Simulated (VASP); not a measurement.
Here is a VASP 6.6.1 calculation.

INCAR

```
SYSTEM = Al3GaAs4
PREC = Accurate
ENCUT = 520
EDIFF = 1E-6
ISMEAR = 0
SIGMA = 0.02
LREAL = .FALSE.
LASPH = .TRUE.
NELM = 100
ALGO = Normal
ISIF = 2
LWAVE = .FALSE.
LCHARG = .FALSE.
GGA = PE
NBANDS = 31
```

File KPOINTS:

```
regular mesh
0
G
  8 8 4
  0 0 0
```

The input POSCAR:

```
Al3GaAs4
1.0
    4.0554811000      0.0000000000      0.0000000000
    0.0000000000      4.0554811000      0.0000000000
    0.0000000000      0.0000000000     11.4558324000
Al Ga As
3 1 4
Direct
    0.0000000000      0.0000000000      0.7497630000
    0.0000000000      0.0000000000      0.2502370000
    0.5000000000      0.5000000000      0.5000000000
    0.5000000000      0.5000000000      0.0000000000
    0.5000000000      0.0000000000      0.8741310000
    0.0000000000      0.5000000000      0.1258690000
    0.5000000000      0.0000000000      0.3751050000
    0.0000000000      0.5000000000      0.6248950000
```

Potentials or basis: VASP PAW PBE potentials, release 64 (Al, Ga_d, As).

Run with:

```sh
$ cat potpaw_PBE.64/Al/POTCAR potpaw_PBE.64/Ga_d/POTCAR potpaw_PBE.64/As/POTCAR > POTCAR
$ mpirun -np 1 vasp_std > vasp.out
```

Task: Predict the band gap on the k mesh.

Result: 1.27 eV, direct.

Task: Predict the pressure.

Result: 0.2 GPa.

Task: Predict the largest force.

Result: 0.004 eV/Å.

Forces on the atoms (eV/Å):
```
Al   0.000  0.000 -0.001
Al   0.000  0.000  0.001
Al   0.000  0.000  0.000
Ga   0.000  0.000  0.000
As   0.000  0.000 -0.004
As   0.000  0.000  0.004
As   0.000  0.000  0.000
As   0.000  0.000  0.000
```

A k mesh can miss the band edges. Expect the measured gap to be larger: semilocal functionals such as PBE lack the derivative discontinuity.
